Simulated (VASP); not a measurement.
**Ag: vibrations by perturbation theory with LDA**

Crystal: Ag.

```
Ag
1.0
     2.79538    0.00000    0.00000
    -1.39769    2.42087    0.00000
     0.00000    0.00000    4.58759
Ag
2
Direct
  0.33333 0.66667 0.25000
  0.66667 0.33333 0.75000
```

This isn't the form of Ag at room conditions, which is fcc.

- Program: VASP 6.6.1
- Task: vibrations by perturbation theory
- Functional: LDA
- Potentials or basis: VASP PAW LDA potentials, release 64 (Ag)
- Cutoff: 520 eV
- k mesh: 18 × 18 × 10
- Occupations: fermi-dirac, width 0.15 eV
- Spin: no spin polarisation
- Dipole correction: no
- Further INCAR settings: ALGO = Fast; EDIFF = 1e-08; NBANDS = 18; IBRION = 8; NSW = 1

The highest phonon frequency at Γ is 204 cm⁻¹.

Phonon frequencies in cm⁻¹ (negative: imaginary):
```
              q point      frequencies
(0.000, 0.000, 0.000)  0 0 0 79 79 204
```

Run time: 9.3 min on 1 thread of AMD EPYC 9R45 96-Core Processor (Zen 5), on a shared host, peak memory 0.98 GiB.

Caveat: the cell stands under pressure or tension, which shifts response properties.
